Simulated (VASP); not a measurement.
# NiO (Fm-3m) in VASP: single point with PBE+U

Aim: the single point of NiO with PBE+U.

Everything below comes from runs of VASP 6.6.1. Logs are shortened: lines on timing, memory, paths and dates and some standing lists are left out, and cuts for length are marked.

### Step 1. The cell of the first run

It takes space group Fm-3m (No. 225, cubic). The conventional cell has a = 4.301 Å, b = 4.301 Å, c = 4.301 Å, α = 90.00°, β = 90.00°, γ = 90.00°. Within 2.8 Å of Ni (site symmetry m-3m) lie 6 O at 2.15 Å. O (site symmetry m-3m) has 6 Ni at 2.15 Å within 2.8 Å.

### Step 2. Single point, PBE+U, collinear spin, ferromagnetic start (9.94 Å³/atom)

INCAR reads:

```
SYSTEM = NiO
  PREC = Accurate
  ENCUT = 700
  EDIFF = 1E-6
  ISMEAR = 0
  SIGMA = 0.05
  LREAL = .False.
  LASPH = .True.
  NELM = 200
  ALGO = Normal
  ISIF = 2
  LWAVE = .False.
  LCHARG = .True.
  ISPIN = 2
  MAGMOM = 1.92 0.21
  LORBIT = 11
  LMAXMIX = 4
  LDAU = .True.
  LDAUTYPE = 2
  LDAUL = 2 -1
  LDAUU = 6.2 0
  LDAUJ = 0 0
  LDAUPRINT = 1
  GGA = PE
  LELF = .True.
  LVHAR = .True.
  NBANDS = 23
  GGA_COMPAT = .False.
```

KPOINTS reads:

```
regular mesh
0
Gamma
  10 10 10
  0 0 0
```

POSCAR reads:

```
NiO
1.0
    0.0000000000      2.1503693131      2.1503693131
    2.1503693131      0.0000000000      2.1503693131
    2.1503693131      2.1503693131      0.0000000000
Ni O
1 1
Direct
    0.0000000000      0.0000000000      0.0000000000
    0.5000000000      0.5000000000      0.5000000000
```

Potentials or basis: VASP PAW PBE potentials, release 64 (Ni_sv_GW, O).

Run with:

```sh
$ cat potpaw_PBE.64/Ni_sv_GW/POTCAR potpaw_PBE.64/O/POTCAR > POTCAR
$ mpirun -np 1 vasp_std > vasp.out
```

OUTCAR:

```text
SYSTEM = NiO
   PREC = Accurate
   ENCUT = 700
   EDIFF = 1E-6
   ISMEAR = 0
   LREAL = .False.
   LASPH = .True.
   NELM = 200
   ISIF = 2
   ISPIN = 2
   LORBIT = 11
   GGA = PE

 ion  position               nearest neighbor table
   1  0.000  0.000  0.000-   2 2.15   2 2.15   2 2.15   2 2.15   2 2.15   2 2.15
   2  0.500  0.500  0.500-   1 2.15   1 2.15   1 2.15   1 2.15   1 2.15   1 2.15

  LATTYP: Found a face centered cubic cell.
 ALAT       =     4.3007386262

  Lattice vectors:

 A1 = (   0.0000000000,   2.1503693131,   2.1503693131)
 A2 = (   2.1503693131,   0.0000000000,   2.1503693131)
 A3 = (   2.1503693131,   2.1503693131,   0.0000000000)

Analysis of symmetry for initial positions (statically):
=====================================================================
 Subroutine PRICEL returns:
 Original cell was already a primitive cell.

 Routine SETGRP: Setting up the symmetry group for a
 face centered cubic supercell.

 Subroutine GETGRP returns: Found 48 space group operations
 (whereof 48 operations were pure point group operations)
 out of a pool of 48 trial point group operations.

The static configuration has the point symmetry O_h .

Analysis of symmetry for dynamics (positions and initial velocities):
=====================================================================
 Subroutine PRICEL returns:
 Original cell was already a primitive cell.

 Routine SETGRP: Setting up the symmetry group for a
 face centered cubic supercell.

 Subroutine GETGRP returns: Found 48 space group operations
 (whereof 48 operations were pure point group operations)
 out of a pool of 48 trial point group operations.

The dynamic configuration has the point symmetry O_h .

[... 178 lines left out ...]
  o =  0.0862  v =  0.0000  0.0000  0.0000  0.0000  0.0000  0.0000 -0.0000  0.0263  0.0000  0.9997      0.0000  0.0000  0.0000  0.0000  0.0000  0.0000  0.0000  0.0000  0.0000  0.0000
  o =  0.9321  v =  0.0000  0.0000  0.0000  0.0000  0.0000  0.0000 -0.9247  0.0000  0.3806 -0.0000      0.0000  0.0000  0.0000  0.0000  0.0000  0.0000  0.0000  0.0000  0.0000  0.0000
  o =  0.9321  v =  0.0000  0.0000  0.0000  0.0000  0.0000  0.0000 -0.3806  0.0000 -0.9247 -0.0000      0.0000  0.0000  0.0000  0.0000  0.0000  0.0000  0.0000  0.0000  0.0000  0.0000
  o =  0.9321  v =  0.0000  0.0000  0.0000  0.0000  0.0000  1.0000  0.0000  0.0000  0.0000  0.0000      0.0000  0.0000  0.0000  0.0000  0.0000  0.0000  0.0000  0.0000  0.0000  0.0000
  o =  0.9391  v =  0.0000  0.9659 -0.0000  0.2591 -0.0000  0.0000  0.0000  0.0000  0.0000  0.0000      0.0000  0.0000  0.0000  0.0000  0.0000  0.0000  0.0000  0.0000  0.0000  0.0000
  o =  0.9391  v =  1.0000  0.0000  0.0000  0.0000  0.0000  0.0000  0.0000  0.0000  0.0000  0.0000      0.0000  0.0000  0.0000  0.0000  0.0000  0.0000  0.0000  0.0000  0.0000  0.0000
  o =  0.9391  v =  0.0000  0.2591 -0.0000 -0.9659 -0.0000  0.0000  0.0000  0.0000  0.0000  0.0000      0.0000  0.0000  0.0000  0.0000  0.0000  0.0000  0.0000  0.0000  0.0000  0.0000
  o =  0.9662  v =  0.0000 -0.0000 -0.9998  0.0000  0.0184  0.0000  0.0000  0.0000  0.0000  0.0000      0.0000  0.0000  0.0000  0.0000  0.0000  0.0000  0.0000  0.0000  0.0000  0.0000
  o =  0.9662  v =  0.0000  0.0000  0.0184  0.0000  0.9998  0.0000  0.0000  0.0000  0.0000  0.0000      0.0000  0.0000  0.0000  0.0000  0.0000  0.0000  0.0000  0.0000  0.0000  0.0000

 number of electron      24.0000008 magnetization       2.0000188

 Free energy of the ion-electron system (eV)
  ---------------------------------------------------
  ext. energy  EPLUGINS =         0.00000000
  ---------------------------------------------------
  free energy    TOTEN  =       -10.24958751 eV

  energy without entropy =      -10.24958751  energy(sigma->0) =      -10.24958751

 E-fermi :   5.7066     XC(G=0): -12.4785

 val. band max:        5.1283566907   @ k =   0.5000   0.0000   0.0000
 cond. band min:       7.0167449023   @ k =   0.0000   0.0000   0.0000
 fundamental gap:      1.8883882116
 Fermi energy:         5.7065638112

 spin component 1

 k-point     1 :       0.0000    0.0000    0.0000
  band No.  band energies     occupation
      1     -98.8822      1.00000
      2     -59.2564      1.00000
      3     -59.2564      1.00000
      4     -59.2564      1.00000
      5     -13.2649      1.00000
      6      -0.3885      1.00000
[... 1241 lines left out ...]
     22      36.9337      0.00000
     23      36.9816      0.00000

 [... further k-points ...]

------------------------ aborting loop because EDIFF is reached ----------------------------------------

  FORCE on cell =-STRESS in cart. coord.  units (eV):
  Direction    XX          YY          ZZ          XY          YZ          ZX
  --------------------------------------------------------------------------------------
  -------------------------------------------------------------------------------------
  Total       -0.7618282     -0.7618282     -0.7618282      0.0000000      0.0000000     -0.0000000
  in kB      -61.3759844    -61.3759844    -61.3759844      0.0000000      0.0000000     -0.0000000
  external PRESSURE =     -61.3759844 kB  Pullay stress =       0.0000000 kB

 VOLUME and BASIS-vectors are now :
 -----------------------------------------------------------------------------
  energy-cutoff  :      700.00
  volume of cell :       19.89
      direct lattice vectors                 reciprocal lattice vectors
     0.000000000  2.150369313  2.150369313    -0.232518199  0.232518199  0.232518199
     2.150369313  0.000000000  2.150369313     0.232518199 -0.232518199  0.232518199
     2.150369313  2.150369313  0.000000000     0.232518199  0.232518199 -0.232518199

 POSITION                                       TOTAL-FORCE (eV/Angst)
 -----------------------------------------------------------------------------------
      0.00000      0.00000      0.00000        -0.000000      0.000000      0.000000
      2.15037      2.15037      2.15037         0.000000     -0.000000     -0.000000
 -----------------------------------------------------------------------------------
    total drift:                                0.000000      0.000000      0.000000

  FREE ENERGIE OF THE ION-ELECTRON SYSTEM (eV)
  ---------------------------------------------------
  free  energy   TOTEN  =       -10.2495875073 eV

  energy  without entropy=      -10.2495875073  energy(sigma->0) =      -10.24958751

 total charge

# of ion       s       p       d       f       tot
--------------------------------------------------
    1        2.153   6.194   7.694   0.007  16.048
    2        1.545   3.452   0.000   0.000   4.997
--------------------------------------------------
tot          3.697   9.646   7.694   0.007  21.045

 magnetization (x)

# of ion       s       p       d       f       tot
--------------------------------------------------
    1        0.010   0.011   1.778   0.001   1.799
    2        0.020   0.141   0.000   0.000   0.160
--------------------------------------------------
tot          0.029   0.152   1.778   0.001   1.960
```

OSZICAR:

```text
N       E                     dE             d eps       ncg     rms          rms(c)
DAV:   1     0.269680057793E+03    0.26968E+03   -0.14714E+04  6605   0.408E+03
DAV:   2     0.190656093455E+01   -0.26777E+03   -0.25403E+03  6990   0.919E+02
DAV:   3    -0.117042713430E+02   -0.13611E+02   -0.13560E+02  6736   0.211E+02
DAV:   4    -0.119345084132E+02   -0.23024E+00   -0.23021E+00  5931   0.149E+01
DAV:   5    -0.119404515149E+02   -0.59431E-02   -0.59430E-02  5641   0.231E+00    0.153E+01
DAV:   6    -0.105684859225E+02    0.13720E+01   -0.34589E+01  7547   0.315E+02    0.114E+01
DAV:   7    -0.978917476242E+01    0.77931E+00   -0.92400E+00  6344   0.192E+02    0.365E+00
DAV:   8    -0.101457186076E+02   -0.35654E+00   -0.47081E-01  7155   0.266E+01    0.189E+00
DAV:   9    -0.102270104130E+02   -0.81292E-01   -0.26146E-01  7906   0.348E+01    0.821E-01
DAV:  10    -0.102466997857E+02   -0.19689E-01   -0.70811E-02  7542   0.869E+00    0.259E-01
DAV:  11    -0.102492484701E+02   -0.25487E-02   -0.15295E-03  7057   0.160E+00    0.103E-01
DAV:  12    -0.102494524518E+02   -0.20398E-03   -0.56518E-04  6849   0.789E-01    0.582E-02
DAV:  13    -0.102495816346E+02   -0.12918E-03   -0.84837E-05  7238   0.545E-01    0.166E-02
DAV:  14    -0.102495872004E+02   -0.55658E-05   -0.13169E-05  6848   0.184E-01    0.492E-03
DAV:  15    -0.102495875073E+02   -0.30691E-06   -0.56053E-07  2834   0.822E-02
   1 F= -.10249588E+02 E0= -.10249588E+02  d E =-.942653E-62  mag=     2.0000
```

stdout:

```text
POSCAR found type information on POSCAR NiO
 POSCAR found :  2 types and       2 ions
 scaLAPACK will be used
 LDA part: xc-table for (Slater+PW92), standard interpolation
 POSCAR, INCAR and KPOINTS ok, starting setup
 FFT: planning ... GRIDC
 FFT: planning ... GRID_SOFT
 FFT: planning ... GRID
 WAVECAR not read
 entering main loop
```

Wall time 51 s (1 thread of AMD EPYC 9R45 (Zen 5), shared host); peak memory 0.19 GiB.

Results:

- Free energy: -10.2496 eV
- Pressure: -6.1 GPa
- Band gap on the k mesh: 1.89 eV (least direct gap 2.97 eV)
- Net moment: 2.00 μB per cell
- Site moments: Ni +1.80; O +0.16 μB
- Valence electrons inside the program's atomic spheres: Ni 16.05; O 5.00

Levels at points of the mesh, in eV from the valence-band top:
Spin up:
```tsv
k point	band 10	band 11	band 12	band 13	band 14	band 15	band 16	band 17
(0.00, 0.00, 0.00)	-4.47	-1.38	-1.38	-1.38	1.89	18.20	18.34	18.34
(0.50, 0.00, 0.00)	-4.06	-2.92	0.00	0.00	6.16	10.08	14.09	14.09
(0.50, 0.50, 0.00)	-3.78	-3.78	-2.64	-2.64	6.16	11.02	11.89	16.43
```
Spin down:
```
           k point  band 7  band 8  band 9  band 10  band 11  band 12  band 13  band 14  band 15  band 16
(0.00, 0.00, 0.00)   -3.42   -3.42   -1.08    -1.08    -1.08     2.23     2.89     2.89    18.14    18.56
(0.50, 0.00, 0.00)   -3.56   -3.56   -1.98    -1.81    -1.81     4.98     4.98     6.34    10.54    14.44
(0.50, 0.50, 0.00)   -4.04   -2.66   -2.66    -2.36    -2.36     3.34     3.65     6.78    11.29    12.14
```

Eigenvalues of the final occupation matrices:
```csv
site,spin,trace,eigenvalues
site 1 d,1,4.75,0.94 0.94 0.94 0.97 0.97
site 1 d,2,2.97,0.09 0.09 0.93 0.93 0.93
```

Caveat: the cell stands under tension; a cell with one magnetic atom can't hold antiferromagnetic order, which such compounds often take. The state reached can hang on the start; a lower one may exist.
